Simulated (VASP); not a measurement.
# WSe2 (P6_3/mmc) in VASP: notebook

WSe2 is run at these levels: PBEsol; tasks: single point, relaxation of the atoms.

All numbers are computed with VASP 6.6.1; they aren't measurements. Logs are shortened: lines on timing, memory, paths and dates and some standing lists are left out, and cuts for length are marked.

### Step 1. The cell of the first run

Symmetry: P6_3/mmc, No. 194, hexagonal system. The conventional cell has a = 3.255 Å, b = 3.255 Å, c = 13.488 Å, α = 90.00°, β = 90.00°, γ = 120.00°. Within 3.3 Å of W (site symmetry -6m2) lie 6 Se at 2.53 Å and 6 W at 3.25 Å. Se (site symmetry 3m) has 3 W at 2.53 Å and 7 Se at 3.25 to 3.38 Å within 3.4 Å.

### Step 2. Single point, PBEsol (uniaxial strain along c: +2.0 %)

INCAR reads:

```
ALGO     = Normal         # electronic algorithm
EDIFF    = 1E-6           # SCF threshold, eV
ENCUT    = 520            # plane-wave cutoff, eV
GGA      = PS             # functional
ISIF     = 2              # what is computed and relaxed
ISMEAR   = 0              # smearing method
LASPH    = True           # aspherical terms in the spheres
LCHARG   = False          # write CHGCAR
LREAL    = False          # projectors in reciprocal space
LWAVE    = False          # write WAVECAR
NBANDS   = 35             # bands
NELM     = 80             # most SCF steps
PREC     = Accurate       # precision mode
SIGMA    = 0.02           # smearing width, eV
```

KPOINTS reads:

```
k-points
0
Gamma
  12 12 2
```

POSCAR reads:

```
WSe2
1.0
    3.2547403904      0.0000000000      0.0000000000
   -1.6273701952      2.8186878608      0.0000000000
    0.0000000000      0.0000000000     13.4881528544
W Se
2 4
Direct
    0.6666666632      0.3333333368      0.7500000000
    0.3333333368      0.6666666632      0.2500000000
    0.3333333299      0.6666666701      0.8754053150
    0.6666666701      0.3333333299      0.3754053150
    0.3333333299      0.6666666701      0.6245946850
    0.6666666701      0.3333333299      0.1245946850
```

Potentials or basis: VASP PAW PBE potentials, release 64 (W_sv, Se).

Run with:

```bash
$ cat potpaw_PBE.64/W_sv/POTCAR potpaw_PBE.64/Se/POTCAR > POTCAR
$ mpirun -np 1 vasp_std > vasp.out
```

OUTCAR:

```text
EDIFF = 1E-6
   ENCUT = 520
   GGA = PS
   ISIF = 2
   ISMEAR = 0
   LASPH = True
   LREAL = False
   NELM = 80
   PREC = Accurate

 ion  position               nearest neighbor table
   1  0.667  0.333  0.750-   3 2.53   5 2.53   3 2.53   5 2.53   3 2.53   5 2.53
   2  0.333  0.667  0.250-   4 2.53   6 2.53   4 2.53   6 2.53   4 2.53   6 2.53
   3  0.333  0.667  0.875-   1 2.53   1 2.53   1 2.53
   4  0.667  0.333  0.375-   2 2.53   2 2.53   2 2.53
   5  0.333  0.667  0.625-   1 2.53   1 2.53   1 2.53
   6  0.667  0.333  0.125-   2 2.53   2 2.53   2 2.53

  LATTYP: Found a hexagonal cell.
 ALAT       =     3.2547403904
 C/A-ratio  =     4.1441562879

  Lattice vectors:

 A1 = (   3.2547403904,   0.0000000000,   0.0000000000)
 A2 = (  -1.6273701952,   2.8186878608,   0.0000000000)
 A3 = (   0.0000000000,   0.0000000000,  13.4881528544)

Analysis of symmetry for initial positions (statically):
=====================================================================
 Subroutine PRICEL returns:
 Original cell was already a primitive cell.

 Routine SETGRP: Setting up the symmetry group for a
 hexagonal supercell.

 Subroutine GETGRP returns: Found 24 space group operations
 (whereof 12 operations were pure point group operations)
 out of a pool of 24 trial point group operations.

The static configuration has the point symmetry D_3d.
 The point group associated with its full space group is D_6h.

Analysis of symmetry for dynamics (positions and initial velocities):
=====================================================================
 Subroutine PRICEL returns:
 Original cell was already a primitive cell.

 Routine SETGRP: Setting up the symmetry group for a
 hexagonal supercell.

 Subroutine GETGRP returns: Found 24 space group operations
 (whereof 12 operations were pure point group operations)
 out of a pool of 24 trial point group operations.

The dynamic configuration has the point symmetry D_3d.
 The point group associated with its full space group is D_6h.

 Subroutine INISYM returns: Found 24 space group operations
 (whereof 12 operations are pure point group operations),
 and found     1 'primitive' translations

----------------------------------------------------------------------------------------

                                     Primitive cell

  volume of cell :     123.7416

  direct lattice vectors                    reciprocal lattice vectors
     3.254740390  0.000000000  0.000000000     0.307244167  0.177387503  0.000000000
    -1.627370195  2.818687861  0.000000000     0.000000000  0.354775005  0.000000000
     0.000000000  0.000000000 13.488152854     0.000000000  0.000000000  0.074139136

  length of vectors
     3.254740390  3.254740390 13.488152854     0.354775005  0.354775005  0.074139136

  position of ions in fractional coordinates (direct lattice)
     0.666666663  0.333333337  0.750000000
     0.333333337  0.666666663  0.250000000
     0.333333330  0.666666670  0.875405315
     0.666666670  0.333333330  0.375405315
     0.333333330  0.666666670  0.624594685
     0.666666670  0.333333330  0.124594685

  ion indices of the primitive-cell ions
   primitive index   ion index
                 1           1
                 2           2
                 3           3
                 4           4
                 5           5
                 6           6

----------------------------------------------------------------------------------------

 KPOINTS: k-points

Automatic generation of k-mesh.
 Grid dimensions read from file:
 generate k-points for:   12   12    2

 Generating k-lattice:

  Cartesian coordinates                     Fractional coordinates (reciprocal lattice)
     0.025603681  0.014782292  0.000000000     0.083333333  0.000000000  0.000000000
     0.000000000  0.029564584  0.000000000     0.000000000  0.083333333  0.000000000
     0.000000000  0.000000000  0.037069568     0.000000000  0.000000000  0.500000000

  Length of vectors
     0.029564584  0.029564584  0.037069568

  Shift w.r.t. Gamma in fractional coordinates (k-lattice)
     0.000000000  0.000000000  0.000000000

 Subroutine IBZKPT returns following result:
 ===========================================

 Found     38 irreducible k-points:

 Following reciprocal coordinates:
            Coordinates               Weight
  0.000000  0.000000  0.000000      1.000000
  0.083333  0.000000  0.000000      6.000000
  0.166667  0.000000  0.000000      6.000000
  0.250000 -0.000000  0.000000      6.000000
  0.333333  0.000000  0.000000      6.000000
  0.416667  0.000000  0.000000      6.000000
[... 16 lines left out ...]
  0.250000 -0.000000  0.500000      6.000000
  0.333333  0.000000  0.500000      6.000000
 [... further k-points ...]
   k-points           NKPTS =     38   k-points in BZ     NKDIM =     38   number of bands    NBANDS=     35
   number of dos      NEDOS =    301   number of ions     NIONS =      6
   total plane-waves  NPLWV =  57600
   dimension x,y,z NGX =    24 NGY =   24 NGZ =  100
   dimension x,y,z NGXF=    48 NGYF=   48 NGZF=  200
   ions per type =               2   4
   NGX,Y,Z   is equivalent  to a cutoff of  12.26, 12.26, 12.33 a.u.
   NGXF,Y,Z  is equivalent  to a cutoff of  24.52, 24.52, 24.65 a.u.
 SYSTEM =  unknown system
   PREC   = accura    normal or accurate (medium, high low for compatibility)
   ISTART =      0    job   : 0-new  1-cont  2-samecut
   ICHARG =      2    charge: 1-file 2-atom 10-const
   ISPIN  =      1    spin polarized calculation?
   LNONCOLLINEAR =      F non collinear calculations
   LSORBIT =      F    spin-orbit coupling
   LASPH  =      T    aspherical Exc in radial PAW
   ENCUT  =  520.0 eV  38.22 Ry    6.18 a.u.   6.05  6.05 25.08*2*pi/ulx,y,z
   NELM   =     80;   NELMIN=  2; NELMDL= -5     # of ELM steps
   EDIFF  = 0.1E-05   stopping-criterion for ELM
   LREAL  =      F    real-space projection
[... 7 lines left out ...]
   TEBEG  =    0.0;   TEEND  =   0.0 temperature during run
   PSTRESS=    0.0 pullay stress
   NELECT =      52.0000    total number of electrons
   NUPDOWN=      -1.0000    fix difference up-down
   EMIN   =  10.00;   EMAX   =-10.00  energy-range for DOS
   EFERMI =   0.00;   METHOD = LEGACY
   ISMEAR =     0;   SIGMA  =   0.02  broadening in eV -4-tet -1-fermi 0-gaus
   EFERMI_NEDOS =   21; number of points for ismear=-14 and -15
   IALGO  =     38    algorithm
   IMIX   =      4    mixing-type and parameters
     AMIX     =   0.40;   BMIX     =  1.00
     AMIX_MAG =   1.60;   BMIX_MAG =  1.00
  volume/ion in A,a.u.               =      20.62       139.17
  Fermi-wavevector in a.u.,A,eV,Ry     =   1.226226  2.317232 20.458145  1.503631
  Thomas-Fermi vector in A             =   2.361235
   LORBIT       =      0    0 simple, 1 ext, 2 COOP (PROOUT), +10 PAW based schemes
   GGA     = PS    functional components
   LHFCALC =     F    Hartree Fock is set to
   AEXX    =    0.0000 exact exchange contribution
   IVDW    =     0    specifies the selected vdW correction
   LEPSILON=     F    determine dielectric tensor
   LRPA    =     F    only Hartree local field effects (RPA)
 non-spin polarized calculation
 Gauss-broadening in eV      SIGMA  =   0.02
  energy-cutoff  :      520.00
  volume of cell :      123.74
 maximum number of plane-waves:      3368
   NGX = 13   NGY = 13   NGZ = 51

 number of electron      51.9999997 magnetization

 Free energy of the ion-electron system (eV)
  ---------------------------------------------------
  ext. energy  EPLUGINS =         0.00000000
  ---------------------------------------------------
  free energy    TOTEN  =       -46.54123032 eV

  energy without entropy =      -46.54123032  energy(sigma->0) =      -46.54123032

 E-fermi :   5.9569     XC(G=0): -10.7619

 val. band max:        5.7110490963   @ k =   0.3333   0.3333   0.0000
 cond. band min:       6.8391098241   @ k =   0.1667   0.1667   0.0000
 fundamental gap:      1.1280607277
 Fermi energy:         5.9568598760

 k-point     1 :       0.0000    0.0000    0.0000
  band No.  band energies     occupation
      1     -68.3210      2.00000
      2     -68.3210      2.00000
      3     -32.5937      2.00000
      4     -32.5937      2.00000
      5     -32.4234      2.00000
      6     -32.4234      2.00000
[... 27 lines left out ...]
     34       8.9256      0.00000
     35      10.4415      0.00000

 k-point     2 :       0.0833    0.0000    0.0000
  band No.  band energies     occupation
      1     -68.3202      2.00000
      2     -68.3202      2.00000
      3     -32.5903      2.00000
      4     -32.5903      2.00000
      5     -32.4412      2.00000
      6     -32.4412      2.00000
[... 27 lines left out ...]
     34       8.9241      0.00000
     35      11.0723      0.00000

 k-point     3 :       0.1667    0.0000    0.0000
  band No.  band energies     occupation
      1     -68.3180      2.00000
      2     -68.3180      2.00000
      3     -32.5810      2.00000
      4     -32.5810      2.00000
      5     -32.4895      2.00000
      6     -32.4895      2.00000
[... 27 lines left out ...]
     34       9.3618      0.00000
     35      11.9015      0.00000

 k-point     4 :       0.2500   -0.0000    0.0000
  band No.  band energies     occupation
      1     -68.3150      2.00000
      2     -68.3150      2.00000
      3     -32.5684      2.00000
      4     -32.5684      2.00000
      5     -32.5549      2.00000
      6     -32.5549      2.00000
[... 27 lines left out ...]
     34       9.7923      0.00000
     35      12.1200      0.00000

 k-point     5 :       0.3333    0.0000    0.0000
  band No.  band energies     occupation
      1     -68.3120      2.00000
      2     -68.3119      2.00000
      3     -32.6195      2.00000
      4     -32.6195      2.00000
      5     -32.5557      2.00000
      6     -32.5557      2.00000
[... 638 lines left out ...]
 k-point    22 :       0.1667    0.0000    0.5000
  band No.  band energies     occupation
      1     -68.3180      2.00000
      2     -68.3180      2.00000
      3     -32.5810      2.00000
      4     -32.5810      2.00000
      5     -32.4895      2.00000
      6     -32.4895      2.00000
[... 27 lines left out ...]
     34       9.3002      0.00000
     35      12.2606      0.00000

 k-point    23 :       0.2500   -0.0000    0.5000
  band No.  band energies     occupation
      1     -68.3150      2.00000
      2     -68.3150      2.00000
      3     -32.5684      2.00000
      4     -32.5684      2.00000
      5     -32.5549      2.00000
      6     -32.5549      2.00000
[... 27 lines left out ...]
     34       9.6848      0.00000
     35      12.2446      0.00000

 k-point    24 :       0.3333    0.0000    0.5000
  band No.  band energies     occupation
      1     -68.3119      2.00000
      2     -68.3119      2.00000
      3     -32.6195      2.00000
      4     -32.6195      2.00000
      5     -32.5557      2.00000
      6     -32.5557      2.00000
[... 27 lines left out ...]
     34       9.9363      0.00000
     35      11.5532      0.00000

 [... further k-points ...]
[... 5 lines left out ...]
  --------------------------------------------------------------------------------------
  -------------------------------------------------------------------------------------
  Total        0.6508086      0.6508086     -1.0945776      0.0000000     -0.0000000      0.0000000
  in kB        8.4265162      8.4265162    -14.1723327      0.0000000     -0.0000000      0.0000000
  external PRESSURE =       0.8935666 kB  Pullay stress =       0.0000000 kB

 VOLUME and BASIS-vectors are now :
 -----------------------------------------------------------------------------
  energy-cutoff  :      520.00
  volume of cell :      123.74
      direct lattice vectors                 reciprocal lattice vectors
     3.254740390  0.000000000  0.000000000     0.307244167  0.177387503  0.000000000
    -1.627370195  2.818687861  0.000000000     0.000000000  0.354775005  0.000000000
     0.000000000  0.000000000 13.488152854     0.000000000  0.000000000  0.074139136

 POSITION                                       TOTAL-FORCE (eV/Angst)
 -----------------------------------------------------------------------------------
      1.62737      0.93956     10.11611         0.000000     -0.000000      0.000000
      0.00000      1.87913      3.37204         0.000000     -0.000000      0.000000
     -0.00000      1.87913     11.80760        -0.000000     -0.000000     -0.120807
      1.62737      0.93956      5.06352        -0.000000      0.000000     -0.120807
     -0.00000      1.87913      8.42463        -0.000000      0.000000      0.120807
      1.62737      0.93956      1.68055        -0.000000      0.000000      0.120807
 -----------------------------------------------------------------------------------
    total drift:                                0.000005     -0.000003      0.000007

  FREE ENERGIE OF THE ION-ELECTRON SYSTEM (eV)
  ---------------------------------------------------
  free  energy   TOTEN  =       -46.5412303160 eV

  energy  without entropy=      -46.5412303160  energy(sigma->0) =      -46.54123032
```

It took 84 s on 1 thread of Intel Xeon 6975P-C (Granite Rapids), shared host; peak memory 0.3 GiB.

What came out:

```yaml
Free_energy: -46.5412 eV
Pressure: 0.1 GPa
Largest_force: 0.121 eV/Å
Band_gap_on_the_k_mesh: 1.13 eV (least direct gap 1.70 eV)
```

Forces on the atoms (eV/Å):
```
W    0.000  0.000  0.000
W    0.000  0.000  0.000
Se   0.000  0.000 -0.121
Se   0.000  0.000 -0.121
Se   0.000  0.000  0.121
Se   0.000  0.000  0.121
```

Stress tensor (GPa, compression positive):
```
 0.84  0.00  0.00
 0.00  0.84  0.00
 0.00  0.00 -1.42
```

Levels at points of the mesh, in eV from the valence-band top:
| k point | band 22 | band 23 | band 24 | band 25 | band 26 | band 27 | band 28 | band 29 | band 30 | band 31 |
| --- | --- | --- | --- | --- | --- | --- | --- | --- | --- | --- |
| (0.00, 0.00, 0.00) | -1.19 | -1.16 | -1.16 | -1.04 | -0.01 | 2.98 | 2.98 | 3.01 | 3.01 | 3.08 |
| (0.50, 0.00, 0.00) | -2.31 | -1.20 | -1.12 | -0.95 | -0.79 | 2.50 | 2.52 | 2.56 | 2.94 | 3.19 |
| (0.00, 0.00, 0.50) | -1.18 | -1.18 | -1.18 | -0.26 | -0.26 | 2.99 | 2.99 | 2.99 | 2.99 | 3.16 |
| (0.50, 0.00, 0.50) | -2.40 | -1.16 | -1.16 | -0.87 | -0.87 | 2.51 | 2.51 | 2.77 | 2.77 | 3.56 |

Caveat: the cell differs from its parent crystal (uniaxial strain along c: +2.0 %); the PAW data sets were made with another functional, which shifts forces and pressure a little; spin-orbit coupling is left out, which moves the levels of the heavy elements; this functional lacks dispersion, which binds layers or chains, so the pressure and a relaxed spacing across them are unreliable. A k mesh can miss the band edges.

### Step 3. Relaxation of the atoms, PBEsol (equal strain along all axes, cell held: +1.0 %)

INCAR reads:

```
SYSTEM = WSe2
PREC     = Accurate       ! precision mode
ENCUT    = 520            ! plane-wave cutoff, eV
EDIFF    = 1E-6           ! SCF threshold, eV
ISMEAR   = 0              ! smearing method
SIGMA    = 0.02           ! smearing width, eV
LREAL    = .FALSE.        ! projectors in reciprocal space
LASPH    = .TRUE.         ! aspherical terms in the spheres
NELM     = 80             ! most SCF steps
ALGO     = Normal         ! electronic algorithm
ISIF     = 2              ! what is computed and relaxed
LWAVE    = .FALSE.        ! write WAVECAR
LCHARG   = .FALSE.        ! write CHGCAR
GGA      = PS             ! functional
IBRION   = 2              ! ionic algorithm
NSW      = 60             ! ionic steps
EDIFFG   = -0.008         ! ionic threshold
KPAR     = 4
```

KPOINTS reads:

```
regular mesh
0
G
  12 12 2
  0 0 0
```

POSCAR reads:

```
WSe2
1.0
    3.3038068302      0.0000000000      0.0000000000
   -1.6519034151      2.8611806441      0.0000000000
    0.0000000000      0.0000000000     13.3559078674
W Se
2 4
Direct
    0.6666666667      0.3333333333      0.7500000000
    0.3333333333      0.6666666667      0.2500000000
    0.3333333333      0.6666666667      0.8766071934
    0.6666666667      0.3333333333      0.3766071934
    0.3333333333      0.6666666667      0.6233928066
    0.6666666667      0.3333333333      0.1233928066
```

Potentials or basis: VASP PAW PBE potentials, release 64 (W_sv, Se).

Run with:

```bash
$ cat potpaw_PBE.64/W_sv/POTCAR potpaw_PBE.64/Se/POTCAR > POTCAR
$ mpirun -np 4 vasp_std > vasp.out
```

Wall time 1.8 min (4 MPI ranks of Intel Xeon Platinum 8375C at 2.90GHz (Ice Lake), shared host); peak memory 0.34 GiB.

Results (log left out):

- Free energy: -46.5355 eV
- Energy gained by relaxing: 3.7 meV/atom
- Ionic steps: 3
- Pressure after relaxing: -1.5 GPa
- Band gap on the k mesh: 1.07 eV (least direct gap 1.48 eV)

Stress tensor (GPa, compression positive):
```
-2.09  0.00  0.00
 0.00 -2.09  0.00
 0.00  0.00 -0.32
```

The path:
```csv
step,energy change (eV),largest force (eV/Å),pressure (GPa)
1,0.0000,0.4303,-3.59
2,-0.0213,0.0782,-1.87
3,-0.0220,0.0010,-1.50
```

Final structure:
```yaml
crystal:
  lattice:
    - [3.30381, 0.00000, 0.00000]
    - [-1.65190, 2.86118, 0.00000]
    - [0.00000, 0.00000, 13.35591]
  atoms:
    - { symbol: W, position: [0.66667, 0.33333, 0.75000] }
    - { symbol: W, position: [0.33333, 0.66667, 0.25000] }
    - { symbol: Se, position: [0.33333, 0.66667, 0.87472] }
    - { symbol: Se, position: [0.66667, 0.33333, 0.37472] }
    - { symbol: Se, position: [0.33333, 0.66667, 0.62528] }
    - { symbol: Se, position: [0.66667, 0.33333, 0.12528] }
```

Levels at points of the mesh, in eV from the valence-band top:
```tsv
k point	band 23	band 24	band 25	band 26	band 27	band 28	band 29	band 30
(0.00, 0.00, 0.00)	-1.49	-1.22	-0.98	0.00	2.69	2.69	2.72	2.72
(0.50, 0.00, 0.00)	-1.33	-1.28	-1.22	-1.11	2.13	2.15	2.36	2.63
(0.00, 0.00, 0.50)	-1.51	-1.51	-0.23	-0.23	2.69	2.69	2.69	2.69
(0.50, 0.00, 0.50)	-1.27	-1.27	-1.20	-1.20	2.14	2.14	2.52	2.52
```

Caveat: the cell differs from its parent crystal (equal strain along all axes, cell held: +1.0 %); the PAW data sets were made with another functional, which shifts forces and pressure a little; spin-orbit coupling is left out, which moves the levels of the heavy elements; this functional lacks dispersion, which binds layers or chains, so the pressure and a relaxed spacing across them are unreliable.
